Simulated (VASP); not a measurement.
# B18N17O (a cell with a defect) in VASP: electric field gradients with PBE

Aim: the electric field gradients of B18N17O (a cell with a defect) with PBE.

Program: VASP 6.6.1. These are calculated values, not measurements. Logs are shortened: lines on timing, memory, paths and dates and some standing lists are left out, and cuts for length are marked.

**1. The cell of the first run**

The cell holds a defect, 36 atoms: a = 7.495 Å, b = 7.495 Å, c = 6.636 Å, α = 90.00°, β = 90.00°, γ = 120.00°.

**2. Electric field gradients, PBE, collinear spin, ferromagnetic start**

File INCAR:

```
  PREC = Accurate
  ENCUT = 520
  EDIFF = 1E-8
  ISMEAR = -1
  SIGMA = 0.01
  LREAL = Auto
  LASPH = T
  NELM = 150
  ALGO = Normal
  ISIF = 2
  LWAVE = F
  LCHARG = F
  ISPIN = 2
  MAGMOM = 0 0 0 0 0 0 0 0 0 0 0 0 0 0 0 0 0 0 1 0 0 0 0 0 0 0 0 0 0 0 0 0 0 0 0 0
  LORBIT = 11
  GGA = PE
  LEFG = T
  NBANDS = 100
```

File KPOINTS:

```
regular mesh
0
Gamma
  3 3 3
```

File POSCAR:

```
B18N17O
1.0
    7.4947200000      0.0000000000      0.0000000000
   -3.7473600000      6.4906179144      0.0000000000
    0.0000000000      0.0000000000      6.6357000000
B O N
18 1 17
Direct
    0.1111111111      0.2222222222      0.2500000000
    0.1111111111      0.5555555556      0.2500000000
    0.1111111111      0.8888888889      0.2500000000
    0.4444444444      0.2222222222      0.2500000000
    0.4444444444      0.5555555556      0.2500000000
    0.4444444444      0.8888888889      0.2500000000
    0.7777777778      0.2222222222      0.2500000000
    0.7777777778      0.5555555556      0.2500000000
    0.7777777778      0.8888888889      0.2500000000
    0.2222222222      0.1111111111      0.7500000000
    0.2222222222      0.4444444444      0.7500000000
    0.2222222222      0.7777777778      0.7500000000
    0.5555555556      0.1111111111      0.7500000000
    0.5555555556      0.4444444444      0.7500000000
    0.5555555556      0.7777777778      0.7500000000
    0.8888888889      0.1111111111      0.7500000000
    0.8888888889      0.4444444444      0.7500000000
    0.8888888889      0.7777777778      0.7500000000
    0.1111111111      0.2222222222      0.7500000000
    0.1111111111      0.5555555556      0.7500000000
    0.1111111111      0.8888888889      0.7500000000
    0.4444444444      0.2222222222      0.7500000000
    0.4444444444      0.5555555556      0.7500000000
    0.4444444444      0.8888888889      0.7500000000
    0.7777777778      0.2222222222      0.7500000000
    0.7777777778      0.5555555556      0.7500000000
    0.7777777778      0.8888888889      0.7500000000
    0.2222222222      0.1111111111      0.2500000000
    0.2222222222      0.4444444444      0.2500000000
    0.2222222222      0.7777777778      0.2500000000
    0.5555555556      0.1111111111      0.2500000000
    0.5555555556      0.4444444444      0.2500000000
    0.5555555556      0.7777777778      0.2500000000
    0.8888888889      0.1111111111      0.2500000000
    0.8888888889      0.4444444444      0.2500000000
    0.8888888889      0.7777777778      0.2500000000
```

Potentials or basis: VASP PAW PBE potentials, release 64 (B, O, N).

Started as:

```console
$ cat potpaw_PBE.64/B/POTCAR potpaw_PBE.64/O/POTCAR potpaw_PBE.64/N/POTCAR > POTCAR
$ mpirun -np 1 vasp_std > vasp.out
```

OUTCAR:

```text
PREC = Accurate
   ENCUT = 520
   EDIFF = 1E-8
   ISMEAR = -1
   LREAL = Auto
   LASPH = T
   NELM = 150
   ISIF = 2
   ISPIN = 2
   LORBIT = 11
   GGA = PE

 ion  position               nearest neighbor table
   1  0.111  0.222  0.250-  28 1.44  34 1.44  29 1.44
   2  0.111  0.556  0.250-  35 1.44  30 1.44  29 1.44
   3  0.111  0.889  0.250-  30 1.44  36 1.44  28 1.44
   4  0.444  0.222  0.250-  28 1.44  32 1.44  31 1.44
   5  0.444  0.556  0.250-  29 1.44  33 1.44  32 1.44
   6  0.444  0.889  0.250-  30 1.44  31 1.44  33 1.44
[... 28 lines left out ...]
  35  0.889  0.444  0.250-   2 1.44   7 1.44   8 1.44
  36  0.889  0.778  0.250-   3 1.44   9 1.44   8 1.44

  LATTYP: Found a hexagonal cell.
 ALAT       =     7.4947200000
 C/A-ratio  =     0.8853833099

  Lattice vectors:

 A1 = (   7.4947200000,   0.0000000000,   0.0000000000)
 A2 = (  -3.7473600000,   6.4906179144,   0.0000000000)
 A3 = (   0.0000000000,   0.0000000000,   6.6357000000)

Analysis of symmetry for initial positions (statically):
=====================================================================
 Subroutine PRICEL returns:
 Original cell was already a primitive cell.

 Routine SETGRP: Setting up the symmetry group for a
 hexagonal supercell.

 Subroutine GETGRP returns: Found 12 space group operations
 (whereof  2 operations were pure point group operations)
 out of a pool of 24 trial point group operations.

The static configuration has the point symmetry C_1h.
 The point group associated with its full space group is D_3h.

Analysis of symmetry for dynamics (positions and initial velocities):
=====================================================================
 Subroutine PRICEL returns:
 Original cell was already a primitive cell.

 Routine SETGRP: Setting up the symmetry group for a
 hexagonal supercell.

 Subroutine GETGRP returns: Found 12 space group operations
 (whereof  2 operations were pure point group operations)
 out of a pool of 24 trial point group operations.

The dynamic configuration has the point symmetry C_1h.
 The point group associated with its full space group is D_3h.

Analysis of structural, dynamic, and magnetic symmetry:
=====================================================================
 Subroutine PRICEL returns:
 Original cell was already a primitive cell.

 Routine SETGRP: Setting up the symmetry group for a
 hexagonal supercell.

 Subroutine GETGRP returns: Found 12 space group operations
 (whereof  2 operations were pure point group operations)
 out of a pool of 24 trial point group operations.

The overall configuration has the point symmetry C_1h.
 The point group associated with its full space group is D_3h.

 Subroutine INISYM returns: Found 12 space group operations
 (whereof  2 operations are pure point group operations),
 and found     1 'primitive' translations

----------------------------------------------------------------------------------------

                                     Primitive cell

  volume of cell :     322.7960

  direct lattice vectors                    reciprocal lattice vectors
     7.494720000  0.000000000  0.000000000     0.133427266  0.077034268  0.000000000
    -3.747360000  6.490617914  0.000000000     0.000000000  0.154068536  0.000000000
     0.000000000  0.000000000  6.635700000     0.000000000  0.000000000  0.150700002

  length of vectors
     7.494720000  7.494720000  6.635700000     0.154068536  0.154068536  0.150700002

  position of ions in fractional coordinates (direct lattice)
     0.111111111  0.222222222  0.250000000
     0.111111111  0.555555556  0.250000000
     0.111111111  0.888888889  0.250000000
     0.444444444  0.222222222  0.250000000
     0.444444444  0.555555556  0.250000000
     0.444444444  0.888888889  0.250000000
[... 28 lines left out ...]
     0.888888889  0.444444444  0.250000000
     0.888888889  0.777777778  0.250000000

  ion indices of the primitive-cell ions
   primitive index   ion index
[... 115 lines left out ...]
   LHFCALC =     F    Hartree Fock is set to
   AEXX    =    0.0000 exact exchange contribution
   IVDW    =     0    specifies the selected vdW correction
   LEPSILON=     F    determine dielectric tensor
   LRPA    =     F    only Hartree local field effects (RPA)
 spin polarized calculation
  energy-cutoff  :      520.00
  volume of cell :      322.80
 maximum number of plane-waves:      8725
 NGX is ok and might be reduce to    56
   NGX = 27   NGY = 27   NGZ = 25

 number of electron     144.9999978 magnetization       0.5471487

 Free energy of the ion-electron system (eV)
  ---------------------------------------------------
  ext. energy  EPLUGINS =         0.00000000
  ---------------------------------------------------
  free energy    TOTEN  =      -311.28390445 eV

  energy without entropy =     -311.28182002  energy(sigma->0) =     -311.28286223

 E-fermi :   6.7174     XC(G=0): -10.1073

 val. band max:        6.7085710154   @ k =   0.3333   0.3333   0.3333
 cond. band min:       6.7390566857   @ k =   0.3333   0.3333   0.0000
 fundamental gap:      0.0304856703
 Fermi energy:         6.7173709684

 spin component 1

 k-point     1 :       0.0000    0.0000    0.0000
  band No.  band energies     occupation
      1     -20.4549      1.00000
      2     -15.3277      1.00000
      3     -15.0578      1.00000
      4     -13.7581      1.00000
      5     -13.7581      1.00000
      6     -13.6385      1.00000
[... 511 lines left out ...]
     83       9.0327      0.00000
     84       9.0705      0.00000
 Fermi energy:         6.7173709684

 spin component 2

 k-point     1 :       0.0000    0.0000    0.0000
  band No.  band energies     occupation
      1     -20.4451      1.00000
      2     -15.3182      1.00000
      3     -15.0497      1.00000
      4     -13.7486      1.00000
      5     -13.7486      1.00000
      6     -13.6314      1.00000
[... 511 lines left out ...]
     83       9.0687      0.00000
     84       9.1075      0.00000
 [bands above 84 left out]

------------------------ aborting loop because EDIFF is reached ----------------------------------------

  FORCE on cell =-STRESS in cart. coord.  units (eV):
  Direction    XX          YY          ZZ          XY          YZ          ZX
  --------------------------------------------------------------------------------------
  -------------------------------------------------------------------------------------
  Total       12.2166670     12.2166670      4.5344679      0.0000000     -0.0000000      0.0000000
  in kB       60.6366386     60.6366386     22.5065389      0.0000000     -0.0000000      0.0000000
  external PRESSURE =      47.9266054 kB  Pullay stress =       0.0000000 kB

 VOLUME and BASIS-vectors are now :
 -----------------------------------------------------------------------------
  energy-cutoff  :      520.00
  volume of cell :      322.80
      direct lattice vectors                 reciprocal lattice vectors
     7.494720000  0.000000000  0.000000000     0.133427266  0.077034268  0.000000000
    -3.747360000  6.490617914  0.000000000     0.000000000  0.154068536  0.000000000
     0.000000000  0.000000000  6.635700000     0.000000000  0.000000000  0.150700002

 POSITION                                       TOTAL-FORCE (eV/Angst)
 -----------------------------------------------------------------------------------
      0.00000      1.44236      1.65892        -0.000000      0.000000     -0.000000
     -1.24912      3.60590      1.65892        -0.137051      0.102123     -0.000000
     -2.49824      5.76944      1.65892         0.019916     -0.169751     -0.000000
      2.49824      1.44236      1.65892         0.156966      0.067628     -0.000000
      1.24912      3.60590      1.65892         0.137051      0.102123     -0.000000
     -0.00000      5.76944      1.65892        -0.000000      0.000000     -0.000000
[... 28 lines left out ...]
      4.99648      2.88472      1.65892         0.055249     -0.031898     -0.000000
      3.74736      5.04826      1.65892        -0.000000      0.063796     -0.000000
 -----------------------------------------------------------------------------------
    total drift:                                0.000009      0.000026      0.000000

  FREE ENERGIE OF THE ION-ELECTRON SYSTEM (eV)
  ---------------------------------------------------
  free  energy   TOTEN  =      -311.2839044475 eV

  energy  without entropy=     -311.2818200214  energy(sigma->0) =     -311.28286223

 Electric field gradients (V/A^2)
---------------------------------------------------------------------
 ion       V_xx      V_yy      V_zz      V_xy      V_xz      V_yz
---------------------------------------------------------------------
   1     -16.805   -16.805    33.610    -0.000     0.000    -0.000
   2     -16.846   -17.153    33.999    -0.185    -0.000     0.000
   3     -17.237   -16.762    33.999     0.041     0.000    -0.000
   4     -16.916   -17.083    33.999     0.226     0.000     0.000
   5     -16.846   -17.153    33.999     0.185     0.000     0.000
   6     -16.775   -16.775    33.549    -0.000     0.000     0.000
[... 28 lines left out ...]
  35      -1.941    -2.001     3.942    -0.051     0.000     0.000
  36      -2.028    -1.914     3.942    -0.000     0.000     0.000
---------------------------------------------------------------------

 Electric field gradients after diagonalization (V/A^2)
 (convention: |V_zz| > |V_xx| > |V_yy|)
----------------------------------------------------------------------
 ion       V_xx      V_yy      V_zz     asymmetry (V_yy - V_xx)/ V_zz
----------------------------------------------------------------------
   1     -16.805   -16.805    33.610       0.000
   2     -17.240   -16.759    33.999       0.014
   3     -17.240   -16.759    33.999       0.014
   4     -17.240   -16.759    33.999       0.014
   5     -17.240   -16.759    33.999       0.014
   6     -16.775   -16.775    33.549       0.000
[... 28 lines left out ...]
  35      -2.030    -1.912     3.942       0.030
  36      -2.028    -1.914     3.942       0.029
----------------------------------------------------------------------

           NMR quadrupolar parameters

 Cq : quadrupolar parameter    Cq=e*Q*V_zz/h
 eta: asymmetry parameters     (V_yy - V_xx)/ V_zz
 Q  : nuclear electric quadrupole moment in mb (millibarn)
----------------------------------------------------------------------
 ion       Cq(MHz)       eta       Q (mb)
----------------------------------------------------------------------
   1       0.081       0.000       1.000
   2       0.082       0.014       1.000
   3       0.082       0.014       1.000
   4       0.082       0.014       1.000
   5       0.082       0.014       1.000
   6       0.081       0.000       1.000
[... 28 lines left out ...]
  35       0.010       0.030       1.000
  36       0.010       0.029       1.000
----------------------------------------------------------------------

 total charge

# of ion       s       p       d       tot
------------------------------------------
    1        0.748   1.447   0.000   2.195
    2        0.747   1.441   0.000   2.187
    3        0.747   1.441   0.000   2.187
    4        0.747   1.441   0.000   2.187
    5        0.747   1.441   0.000   2.187
    6        0.746   1.442   0.000   2.188
[... 28 lines left out ...]
   35        1.227   2.801   0.000   4.028
   36        1.227   2.801   0.000   4.028
--------------------------------------------------
tot         35.712  77.178   0.000 112.890

 magnetization (x)

# of ion       s       p       d       tot
------------------------------------------
    1        0.001   0.010   0.000   0.011
    2        0.000   0.005   0.000   0.005
    3        0.000   0.005   0.000   0.005
    4        0.000   0.005   0.000   0.005
    5        0.000   0.005   0.000   0.005
    6       -0.000  -0.002   0.000  -0.002
[... 28 lines left out ...]
   35       -0.000  -0.002   0.000  -0.002
   36       -0.000  -0.002   0.000  -0.002
--------------------------------------------------
tot          0.018   0.236   0.000   0.254
```

Wall time 8.9 min (1 thread of Intel Xeon Platinum 8488C (Sapphire Rapids), shared host); peak memory 0.64 GiB.

Results:

```
Free energy                                           : -311.2839 eV
Pressure                                              : 4.8 GPa
Largest force                                         : 2.307 eV/Å
Net moment                                            : 0.55 μB per cell
Site moments                                          : B +0.01, -0.00, +0.03, +0.04 (each value once); O -0.00; N -0.01, -0.00 (each value once) μB
Largest electric field gradient by atom               : B +33.6, +34.0, +33.5, +34.4, -23.9, +30.6, +30.4 (each value once); O -77.8; N +6.3, +2.8, +3.8, +5.2, +3.6, +3.9 (each value once) V/Å²
Valence electrons inside the program's atomic spheres : B 2.19, 2.12, 2.18 (each value once); O 5.28; N 4.02, 4.03 (each value once)
```

Forces in eV/Å, atoms in the order of the input:
```
B    0.000  0.000  0.000
B   -0.137  0.102  0.000
B    0.020 -0.170  0.000
B    0.157  0.068  0.000
B    0.137  0.102  0.000
B    0.000  0.000  0.000
B   -0.157  0.068  0.000
B    0.000  0.000  0.000
B   -0.020 -0.170  0.000
B    1.998 -1.154  0.000
B    0.000  2.307  0.000
B    0.307  0.177  0.000
B    0.000 -0.354  0.000
B    0.451  0.261  0.000
B   -0.307  0.177  0.000
B   -1.998 -1.154  0.000
B   -0.451  0.261  0.000
B    0.000 -0.521  0.000
O    0.000  0.000  0.000
N    0.416 -0.972  0.000
N   -0.634  0.846  0.000
N   -1.050  0.126  0.000
N   -0.416 -0.972  0.000
N    0.000  0.000  0.000
N    1.050  0.126  0.000
N    0.000  0.000  0.000
N    0.634  0.846  0.000
N   -0.098  0.057  0.000
N    0.000 -0.113  0.000
N   -0.012 -0.007  0.000
N    0.000  0.014  0.000
N   -0.055 -0.032  0.000
N    0.012 -0.007  0.000
N    0.098  0.057  0.000
N    0.055 -0.032  0.000
N    0.000  0.064  0.000
```

Electric field gradients, principal values (V/Å²):
| atom | least | middle | greatest (by size) |
| --- | --- | --- | --- |
| 1 B | -16.805 | -16.805 | 33.610 |
| 2 B | -16.759 | -17.240 | 33.999 |
| 3 B | -16.759 | -17.240 | 33.999 |
| 4 B | -16.759 | -17.240 | 33.999 |
| 5 B | -16.759 | -17.240 | 33.999 |
| 6 B | -16.775 | -16.775 | 33.549 |
| 7 B | -16.759 | -17.241 | 34.000 |
| 8 B | -17.184 | -17.185 | 34.369 |
| 9 B | -16.759 | -17.240 | 34.000 |
| 10 B | 4.022 | 19.916 | -23.938 |
| 11 B | 4.022 | 19.916 | -23.938 |
| 12 B | -14.555 | -16.076 | 30.631 |
| 13 B | -14.555 | -16.076 | 30.631 |
| 14 B | -14.584 | -15.815 | 30.400 |
| 15 B | -14.555 | -16.076 | 30.631 |
| 16 B | 4.022 | 19.916 | -23.938 |
| 17 B | -14.584 | -15.815 | 30.400 |
| 18 B | -14.584 | -15.815 | 30.400 |
| 19 O | 38.878 | 38.883 | -77.761 |
| 20 N | -0.154 | -6.190 | 6.344 |
| 21 N | -0.155 | -6.189 | 6.344 |
| 22 N | -0.153 | -6.191 | 6.344 |
| 23 N | -0.153 | -6.189 | 6.342 |
| 24 N | -1.386 | -1.387 | 2.773 |
| 25 N | -0.152 | -6.193 | 6.345 |
| 26 N | -1.917 | -1.921 | 3.839 |
| 27 N | -0.154 | -6.189 | 6.343 |
| 28 N | -1.971 | -3.207 | 5.178 |
| 29 N | -1.974 | -3.206 | 5.179 |
| 30 N | -1.423 | -2.223 | 3.646 |
| 31 N | -1.423 | -2.221 | 3.644 |
| 32 N | -1.914 | -2.029 | 3.943 |
| 33 N | -1.426 | -2.220 | 3.646 |
| 34 N | -1.971 | -3.206 | 5.177 |
| 35 N | -1.912 | -2.030 | 3.942 |
| 36 N | -1.914 | -2.028 | 3.942 |

Caveat: without QUAD_EFG the Cq values of the log hold for a quadrupole moment of 1 mb, not for the nuclei.
